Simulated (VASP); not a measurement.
Input of a VASP 6.6.1 run:

Contents of POSCAR:

```
Zr2N
1.0
    5.4130030000      0.0000000000      0.0000000000
    0.0000000000      5.4130030000      0.0000000000
    0.0000000000      0.0000000000      3.3077890000
Zr N
4 2
Direct
    0.2961250000      0.2961250000      0.0000000000
    0.7038750000      0.7038750000      0.0000000000
    0.7961250000      0.2038750000      0.5000000000
    0.2038750000      0.7961250000      0.5000000000
    0.0000000000      0.0000000000      0.0000000000
    0.5000000000      0.5000000000      0.5000000000
```

File INCAR.step1:

```
SYSTEM = Zr2N
ALGO = Normal ; EDIFF = 1E-4
ENCUT = 520 ; GGA = PE
ISMEAR = -1 ; LASPH = .True.
LCHARG = .False. ; LREAL = .False.
LWAVE = .True. ; NBANDS = 38
NELM = 100 ; PREC = Accurate
SIGMA = 0.15
```

INCAR.step2

```
SYSTEM = Zr2N
ALGO = Normal ; EDIFF = 1E-6
ENCUT = 520 ; ISIF = 2
ISMEAR = -1 ; ISTART = 1
LASPH = .True. ; LCHARG = .False.
LMIXTAU = .True. ; LREAL = .False.
LWAVE = .False. ; METAGGA = R2SCAN
NBANDS = 38 ; NELM = 100
PREC = Accurate ; SIGMA = 0.15
```

Contents of KPOINTS:

```
k-points
0
Gamma
  3 3 4
  0 0 0
```

Potentials or basis: VASP PAW PBE potentials, release 64 (Zr_sv, N).

Run with:

```console
$ cat potpaw_PBE.64/Zr_sv/POTCAR potpaw_PBE.64/N/POTCAR > POTCAR
$ cp INCAR.step1 INCAR
$ mpirun -np 1 vasp_std > vasp.out
$ cp INCAR.step2 INCAR
$ mpirun -np 1 vasp_std > vasp.out
```

Task: What does it give for the band gap on the k mesh?

Result: Zero (bands 29 and 30 overlap by 2.39 eV).

Task: What does it give for the pressure?

Result: -0.1 GPa.

Task: Predict the largest force.

Result: 0.007 eV/Å.

Forces in eV/Å, atoms in the order of the input:
```
Zr  -0.005 -0.005  0.000
Zr   0.005  0.005  0.000
Zr  -0.005  0.005  0.000
Zr   0.005 -0.005  0.000
N    0.000  0.000  0.000
N    0.000  0.000  0.000
```

Caveat: the k points lie up to 0.47 Å⁻¹ apart, too coarse for converged energies and pressures of a metal; the PAW data sets were made with another functional, which shifts forces and pressure a little.
